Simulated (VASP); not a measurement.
# Si (Fd-3m) in VASP: notebook

Runs on Si. Level: PBE. Tasks: single point.

Everything below comes from runs of VASP 6.6.1. Logs are shortened: lines on timing, memory, paths and dates and some standing lists are left out, and cuts for length are marked.

### Step 1. The cell of the first run

The structure is cubic, space group Fd-3m (No. 227). Conventional cell: a = 5.470 Å, b = 5.470 Å, c = 5.470 Å, α = 90.00°, β = 90.00°, γ = 90.00°. Si (site symmetry -43m) has 4 Si at 2.37 Å within 3.1 Å.

### Step 2. Single point, PBE

The input, INCAR:

```
SYSTEM = Si
ALGO = Normal
EDIFF = 1E-6
ENCUT = 500
GGA = PE
GGA_COMPAT = .FALSE.
ISIF = 2
ISMEAR = 0
LASPH = .TRUE.
LCHARG = .FALSE.
LREAL = .FALSE.
LWAVE = .FALSE.
NBANDS = 11
NELM = 120
PREC = Accurate
SIGMA = 0.02
```

The input, KPOINTS:

```
k-points
0
G
  8 8 8
  0 0 0
```

The input, POSCAR:

```
Si
1.0
    0.0000000000      2.7350468289      2.7350468289
    2.7350468289      0.0000000000      2.7350468289
    2.7350468289      2.7350468289      0.0000000000
Si
2
Direct
    0.2500000000      0.2500000000      0.2500000000
    0.0000000000      0.0000000000      0.0000000000
```

Potentials or basis: VASP PAW PBE potentials, release 64 (Si).

The run is started by

```
$ cat potpaw_PBE.64/Si/POTCAR > POTCAR
$ mpirun -np 1 vasp_std > vasp.out
```

OUTCAR:

```text
SYSTEM = Si
   EDIFF = 1E-6
   ENCUT = 500
   GGA = PE
   ISIF = 2
   ISMEAR = 0
   LASPH = .TRUE.
   LREAL = .FALSE.
   NELM = 120
   PREC = Accurate

 ion  position               nearest neighbor table
   1  0.250  0.250  0.250-   2 2.37   2 2.37   2 2.37   2 2.37
   2  0.000  0.000  0.000-   1 2.37   1 2.37   1 2.37   1 2.37

  LATTYP: Found a face centered cubic cell.
 ALAT       =     5.4700936578

  Lattice vectors:

 A1 = (   0.0000000000,   2.7350468289,   2.7350468289)
 A2 = (   2.7350468289,   0.0000000000,   2.7350468289)
 A3 = (   2.7350468289,   2.7350468289,   0.0000000000)

Analysis of symmetry for initial positions (statically):
=====================================================================
 Subroutine PRICEL returns:
 Original cell was already a primitive cell.

 Routine SETGRP: Setting up the symmetry group for a
 face centered cubic supercell.

 Subroutine GETGRP returns: Found 48 space group operations
 (whereof 24 operations were pure point group operations)
 out of a pool of 48 trial point group operations.

The static configuration has the point symmetry T_d .
 The point group associated with its full space group is O_h .

Analysis of symmetry for dynamics (positions and initial velocities):
=====================================================================
 Subroutine PRICEL returns:
 Original cell was already a primitive cell.

 Routine SETGRP: Setting up the symmetry group for a
 face centered cubic supercell.

 Subroutine GETGRP returns: Found 48 space group operations
 (whereof 24 operations were pure point group operations)
 out of a pool of 48 trial point group operations.

The dynamic configuration has the point symmetry T_d .
 The point group associated with its full space group is O_h .

 Subroutine INISYM returns: Found 48 space group operations
 (whereof 24 operations are pure point group operations),
 and found     1 'primitive' translations

----------------------------------------------------------------------------------------

                                     Primitive cell

  volume of cell :      40.9189

  direct lattice vectors                    reciprocal lattice vectors
     0.000000000  2.735046829  2.735046829    -0.182812226  0.182812226  0.182812226
     2.735046829  0.000000000  2.735046829     0.182812226 -0.182812226  0.182812226
     2.735046829  2.735046829  0.000000000     0.182812226  0.182812226 -0.182812226

  length of vectors
     3.867940319  3.867940319  3.867940319     0.316640064  0.316640064  0.316640064

  position of ions in fractional coordinates (direct lattice)
     0.250000000  0.250000000  0.250000000
     0.000000000  0.000000000  0.000000000

  ion indices of the primitive-cell ions
   primitive index   ion index
                 1           1
                 2           2

----------------------------------------------------------------------------------------

 KPOINTS: k-points

Automatic generation of k-mesh.
 Grid dimensions read from file:
 generate k-points for:    8    8    8

 Generating k-lattice:

  Cartesian coordinates                     Fractional coordinates (reciprocal lattice)
    -0.022851528  0.022851528  0.022851528     0.125000000  0.000000000  0.000000000
     0.022851528 -0.022851528  0.022851528     0.000000000  0.125000000  0.000000000
     0.022851528  0.022851528 -0.022851528     0.000000000  0.000000000  0.125000000

  Length of vectors
     0.039580008  0.039580008  0.039580008

  Shift w.r.t. Gamma in fractional coordinates (k-lattice)
     0.000000000  0.000000000  0.000000000

 Subroutine IBZKPT returns following result:
 ===========================================

 Found     29 irreducible k-points:

 Following reciprocal coordinates:
            Coordinates               Weight
  0.000000  0.000000  0.000000      1.000000
  0.125000  0.000000  0.000000      8.000000
  0.250000  0.000000  0.000000      8.000000
  0.375000  0.000000  0.000000      8.000000
  0.500000  0.000000  0.000000      4.000000
  0.125000  0.125000  0.000000      6.000000
[... 16 lines left out ...]
  0.500000  0.250000  0.125000     48.000000
 -0.375000  0.250000  0.125000     24.000000
 [... further k-points ...]
   k-points           NKPTS =     29   k-points in BZ     NKDIM =     29   number of bands    NBANDS=     11
   number of dos      NEDOS =    301   number of ions     NIONS =      2
   total plane-waves  NPLWV =  21952
   dimension x,y,z NGX =    28 NGY =   28 NGZ =   28
   dimension x,y,z NGXF=    56 NGYF=   56 NGZF=   56
   ions per type =               2
   NGX,Y,Z   is equivalent  to a cutoff of  12.03, 12.03, 12.03 a.u.
   NGXF,Y,Z  is equivalent  to a cutoff of  24.07, 24.07, 24.07 a.u.
 SYSTEM =  Si
   PREC   = accura    normal or accurate (medium, high low for compatibility)
   ISTART =      0    job   : 0-new  1-cont  2-samecut
   ICHARG =      2    charge: 1-file 2-atom 10-const
   ISPIN  =      1    spin polarized calculation?
   LNONCOLLINEAR =      F non collinear calculations
   LSORBIT =      F    spin-orbit coupling
   LASPH  =      T    aspherical Exc in radial PAW
   ENCUT  =  500.0 eV  36.75 Ry    6.06 a.u.   7.05  7.05  7.05*2*pi/ulx,y,z
   NELM   =    120;   NELMIN=  2; NELMDL= -5     # of ELM steps
   EDIFF  = 0.1E-05   stopping-criterion for ELM
   LREAL  =      F    real-space projection
   EDIFFG = 0.1E-04   stopping-criterion for IOM
   NSW    =      0    number of steps for IOM
   IBRION =     -1    ionic relax: 0-MD 1-quasi-New 2-CG
   NFREE  =      0    steps in history (QN), initial steepest desc. (CG)
   ISIF   =      2    stress and relaxation
   ISYM   =      2    0-nonsym 1-usesym 2-fastsym
   POTIM  = 0.5000    time-step for ionic-motion
   TEBEG  =    0.0;   TEEND  =   0.0 temperature during run
   PSTRESS=    0.0 pullay stress
   NELECT =       8.0000    total number of electrons
   NUPDOWN=      -1.0000    fix difference up-down
   EMIN   =  10.00;   EMAX   =-10.00  energy-range for DOS
   EFERMI =   0.00;   METHOD = LEGACY
   ISMEAR =     0;   SIGMA  =   0.02  broadening in eV -4-tet -1-fermi 0-gaus
   EFERMI_NEDOS =   21; number of points for ismear=-14 and -15
   IALGO  =     38    algorithm
   IMIX   =      4    mixing-type and parameters
     AMIX     =   0.40;   BMIX     =  1.00
     AMIX_MAG =   1.60;   BMIX_MAG =  1.00
  volume/ion in A,a.u.               =      20.46       138.07
  Fermi-wavevector in a.u.,A,eV,Ry     =   0.950160  1.795542 12.283394  0.902804
  Thomas-Fermi vector in A             =   2.078511
   LORBIT       =      0    0 simple, 1 ext, 2 COOP (PROOUT), +10 PAW based schemes
   GGA     = PE    functional components
   LHFCALC =     F    Hartree Fock is set to
   AEXX    =    0.0000 exact exchange contribution
   IVDW    =     0    specifies the selected vdW correction
   LEPSILON=     F    determine dielectric tensor
   LRPA    =     F    only Hartree local field effects (RPA)
 non-spin polarized calculation
 Gauss-broadening in eV      SIGMA  =   0.02
  energy-cutoff  :      500.00
  volume of cell :       40.92
 maximum number of plane-waves:      1056
   NGX = 15   NGY = 15   NGZ = 15

 number of electron       8.0000000 magnetization

 Free energy of the ion-electron system (eV)
  ---------------------------------------------------
  ext. energy  EPLUGINS =         0.00000000
  ---------------------------------------------------
  free energy    TOTEN  =       -10.84606292 eV

  energy without entropy =      -10.84606292  energy(sigma->0) =      -10.84606292

 E-fermi :   5.7204     XC(G=0):  -9.3237

 val. band max:        5.6098990074   @ k =   0.0000   0.0000   0.0000
 cond. band min:       6.2610729122   @ k =   0.3750   0.3750   0.0000
 fundamental gap:      0.6511739048
 Fermi energy:         5.7203802273

 k-point     1 :       0.0000    0.0000    0.0000
  band No.  band energies     occupation
      1      -6.2000      2.00000
      2       5.6099      2.00000
      3       5.6099      2.00000
      4       5.6099      2.00000
      5       8.1660      0.00000
      6       8.1660      0.00000
      7       8.1660      0.00000
      8       8.7353      0.00000
      9      13.3181      0.00000
     10      13.3181      0.00000
     11      13.4840      0.00000

 k-point     2 :       0.1250    0.0000    0.0000
  band No.  band energies     occupation
      1      -5.9996      2.00000
      2       4.0193      2.00000
      3       5.3277      2.00000
      4       5.3277      2.00000
      5       8.0505      0.00000
      6       8.5812      0.00000
      7       8.5812      0.00000
      8      10.1363      0.00000
      9      12.8455      0.00000
     10      12.8455      0.00000
     11      14.2595      0.00000

 k-point     3 :       0.2500    0.0000    0.0000
  band No.  band energies     occupation
      1      -5.4156      2.00000
      2       1.7249      2.00000
      3       4.8653      2.00000
      4       4.8653      2.00000
      5       7.5665      0.00000
      6       9.0991      0.00000
      7       9.0991      0.00000
      8      12.3549      0.00000
      9      12.7963      0.00000
     10      12.7963      0.00000
     11      14.5369      0.00000

 k-point     4 :       0.3750    0.0000    0.0000
  band No.  band energies     occupation
      1      -4.5417      2.00000
      2      -0.2583      2.00000
      3       4.5427      2.00000
      4       4.5427      2.00000
      5       7.2019      0.00000
      6       9.0626      0.00000
      7       9.0626      0.00000
      8      13.4453      0.00000
      9      14.1472      0.00000
     10      14.1472      0.00000
     11      15.1158      0.00000

 k-point     5 :       0.5000    0.0000    0.0000
  band No.  band energies     occupation
      1      -3.9230      2.00000
      2      -1.2555      2.00000
      3       4.4321      2.00000
      4       4.4321      2.00000
      5       7.0737      0.00000
      6       8.9592      0.00000
      7       8.9592      0.00000
      8      13.3104      0.00000
      9      16.1028      0.00000
     10      16.1028      0.00000
     11      16.7866      0.00000
[... 211 lines left out ...]
 k-point    21 :       0.5000    0.5000    0.0000
  band No.  band energies     occupation
      1      -2.1341      2.00000
      2      -2.1341      2.00000
      3       2.8176      2.00000
      4       2.8176      2.00000
      5       6.3624      0.00000
      6       6.3624      0.00000
      7      15.5399      0.00000
      8      15.5399      0.00000
      9      16.5145      0.00000
     10      16.5145      0.00000
     11      18.0496      0.00000

 k-point    22 :       0.3750    0.2500    0.1250
  band No.  band energies     occupation
      1      -4.8959      2.00000
      2       1.3423      2.00000
      3       2.9597      2.00000
      4       4.2106      2.00000
      5       8.0526      0.00000
      6       9.4342      0.00000
      7       9.8129      0.00000
      8      11.0486      0.00000
      9      13.3202      0.00000
     10      15.7104      0.00000
     11      16.5702      0.00000

 k-point    23 :       0.5000    0.2500    0.1250
  band No.  band energies     occupation
      1      -4.0271      2.00000
      2      -0.1762      2.00000
      3       2.3558      2.00000
      4       3.7236      2.00000
      5       8.4736      0.00000
      6       9.1387      0.00000
      7      10.5861      0.00000
      8      11.4862      0.00000
      9      14.5377      0.00000
     10      15.2331      0.00000
     11      17.5090      0.00000

 k-point    24 :      -0.3750    0.2500    0.1250
  band No.  band energies     occupation
      1      -3.3935      2.00000
      2      -1.0949      2.00000
      3       2.2244      2.00000
      4       3.5008      2.00000
      5       8.6320      0.00000
      6       8.7564      0.00000
      7      11.4545      0.00000
      8      12.6743      0.00000
      9      12.9140      0.00000
     10      16.1152      0.00000
     11      17.1583      0.00000

 [... further k-points ...]

------------------------ aborting loop because EDIFF is reached ----------------------------------------

  FORCE on cell =-STRESS in cart. coord.  units (eV):
  Direction    XX          YY          ZZ          XY          YZ          ZX
  --------------------------------------------------------------------------------------
  -------------------------------------------------------------------------------------
  Total       -0.0165840     -0.0165840     -0.0165840      0.0000000      0.0000000     -0.0000000
  in kB       -0.6493468     -0.6493468     -0.6493468      0.0000000      0.0000000     -0.0000000
  external PRESSURE =      -0.6493468 kB  Pullay stress =       0.0000000 kB

 VOLUME and BASIS-vectors are now :
 -----------------------------------------------------------------------------
  energy-cutoff  :      500.00
  volume of cell :       40.92
      direct lattice vectors                 reciprocal lattice vectors
     0.000000000  2.735046829  2.735046829    -0.182812226  0.182812226  0.182812226
     2.735046829  0.000000000  2.735046829     0.182812226 -0.182812226  0.182812226
     2.735046829  2.735046829  0.000000000     0.182812226  0.182812226 -0.182812226

 POSITION                                       TOTAL-FORCE (eV/Angst)
 -----------------------------------------------------------------------------------
      1.36752      1.36752      1.36752         0.000000      0.000000      0.000000
      0.00000      0.00000      0.00000        -0.000000     -0.000000     -0.000000
 -----------------------------------------------------------------------------------
    total drift:                                0.000000      0.000000     -0.000000

  FREE ENERGIE OF THE ION-ELECTRON SYSTEM (eV)
  ---------------------------------------------------
  free  energy   TOTEN  =       -10.8460629207 eV

  energy  without entropy=      -10.8460629207  energy(sigma->0) =      -10.84606292
```

Run time: 5.5 s. Hardware: 1 thread of AMD EPYC 9R45 (Zen 5), shared host; peak memory 0.12 GiB.

Results:

```yaml
Free_energy: -10.8461 eV
Pressure: -0.1 GPa
Band_gap_on_the_k_mesh: 0.65 eV (least direct gap 2.56 eV)
```

A k mesh can miss the band edges.

(Part 1 of 2 ends here.)
